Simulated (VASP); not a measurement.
TaN, 2 atoms in the cell. It takes space group Fm-3m (No. 225, cubic). Conventional cell: a = 4.432 Å, b = 4.432 Å, c = 4.432 Å, α = 90.00°, β = 90.00°, γ = 90.00°. Ta (site symmetry m-3m) has 6 N at 2.22 Å within 2.9 Å. N (site symmetry m-3m) has 6 Ta at 2.22 Å within 2.9 Å. 

```yaml
Program: VASP 6.6.1
Task: vibrations by perturbation theory
Functional: PBE
Potentials_or_basis: VASP PAW PBE potentials, release 64 (Ta_pv, N)
Cutoff: 520 eV
k_mesh: 16 × 16 × 16
Occupations: fermi-dirac, width 0.15 eV
Spin: no spin polarisation
Dipole_correction: no
Further_INCAR_settings: ALGO = Normal; EDIFF = 1e-08; NBANDS = 15; IBRION = 8; NSW = 1
```

Potentials or basis: VASP PAW PBE potentials, release 64 (Ta_pv, N).

Command:

```bash
$ cat potpaw_PBE.64/Ta_pv/POTCAR potpaw_PBE.64/N/POTCAR > POTCAR
$ mpirun -np 1 vasp_std > vasp.out
```

Hardware: 1 thread of Intel(R) Xeon(R) Platinum 8488C (Sapphire Rapids) (shared host).

**Question.** Estimate the wall time of this run.

**Answer.** It took 2.4 min on 1 thread of Intel(R) Xeon(R) Platinum 8488C (Sapphire Rapids), on a shared host, peak memory 0.38 GiB. Counts: scf iterations 43, k points 145.
